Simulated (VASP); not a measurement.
# P: single point with r2SCAN

The system is P, a slab with vacuum.

```
P
1.0
     3.29049    0.00000    0.00000
     0.00000   34.85860    0.00000
     0.00000    0.00000    4.82157
P
4
Cartesian
  0.0000 33.8173 2.8519
  0.0000 1.0413 1.9697
  1.6452 1.0413 0.4411
  1.6452 33.8173 4.3805
```

This cell differs from its parent crystal: strain +0.0400 x Voigt [0, 0, 1, 0, 0, 0].

| Item | Value |
| --- | --- |
| Program | VASP 6.6.1 |
| Task | single point |
| Functional | r2SCAN |
| Potentials or basis | VASP PAW PBE potentials, release 64 (P) |
| Cutoff | 520 eV |
| k mesh | 8 × 1 × 6 |
| Occupations | gaussian, width 0.05 eV |
| Spin | no spin polarisation |
| Dipole correction | no |
| Further INCAR settings | ALGO = Normal; EDIFF = 1e-06; NBANDS = 18 |

```json
{
  "Largest force": "0.651 eV/Å",
  "Band gap on the k mesh": "1.38 eV"
}
```

Forces on the atoms (eV/Å):
```
P    0.000  0.160  0.631
P    0.000 -0.160 -0.631
P    0.000 -0.160  0.631
P    0.000  0.160 -0.631
```

Levels at points of the mesh, in eV from the valence-band top:
| k point | band 6 | band 7 | band 8 | band 9 | band 10 | band 11 | band 12 | band 13 | band 14 | band 15 |
| --- | --- | --- | --- | --- | --- | --- | --- | --- | --- | --- |
| (0.00, 0.00, 0.00) | -4.46 | -3.07 | -1.49 | -1.46 | 0.00 | 1.38 | 2.33 | 3.23 | 3.44 | 5.09 |
| (0.50, 0.00, 0.00) | -5.18 | -2.73 | -2.73 | -1.79 | -1.79 | 1.47 | 1.47 | 2.58 | 2.58 | 4.34 |
| (0.00, 0.00, 0.50) | -2.80 | -2.31 | -2.31 | -1.50 | -1.50 | 2.68 | 2.68 | 4.10 | 4.10 | 4.13 |
| (0.50, 0.00, 0.50) | -4.95 | -4.41 | -4.41 | -0.92 | -0.92 | 2.75 | 2.75 | 3.72 | 3.72 | 5.41 |

Run time: 25 min on 1 thread of Intel(R) Xeon(R) Platinum 8259CL CPU @ 2.50GHz (Skylake/Cascade Lake), on a shared host, peak memory 0.65 GiB.

Caveat: the cell differs from its parent crystal (strain +0.0400 x Voigt [0, 0, 1, 0, 0, 0]); the PAW data sets were made with another functional, which shifts forces and pressure a little.
